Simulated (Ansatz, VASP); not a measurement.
Two plane-wave programs on FeO

```
CELL_PARAMETERS angstrom
0.00000 2.15426 2.15426
2.15426 0.00000 2.15426
2.15426 2.15426 0.00000
ATOMIC_POSITIONS crystal
Fe 0.00000 0.00000 0.00000
O 0.47215 0.52785 0.52785
```

Alike in both runs: task single point; functional PBE; k mesh 14 × 14 × 14; occupations gaussian, width 0.05 eV; collinear spin.

```csv
,VASP,Ansatz
version,VASP 6.6.1,Ansatz 0.2.0
potentials or method,"VASP PAW PBE potentials, release 64 (Fe, O), cutoff 520 eV","scalar-relativistic, plane waves, PAW"
valence electrons in the cell,14,22
```

Ansatz gave:

```
gap on the k mesh at the Fermi level (eV)                     : none
pressure (GPa)                                                : 1.2
traceless stress, the component that is largest in VASP (GPa) : 2.50
rms of the force components (eV/Å)                            : 0.233
net moment per atom (μB)                                      : 2.00
size of the moment on the site where the two differ most (μB) : 3.37
```

Q: Estimate VASP's values.

A: gap on the k mesh at the Fermi level (eV): none; pressure (GPa): 1.3; traceless stress, the component that is largest in VASP (GPa): 2.57; rms of the force components (eV/Å): 0.242; net moment per atom (μB): 2.00; size of the moment on the site where the two differ most (μB): 3.61.

Site moments also hang on the region over which each program counts them. Atom by atom the forces differ by 0.010 eV/Å (rms over components). A gap of «none» marks a metal or a gap that the smearing closes. With one functional, cell and mesh, what is left measures potentials, basis and numerics. VASP's potentials hold 14 valence electrons a cell and Ansatz's 22, so a difference there can come from the potentials and not from the codes.
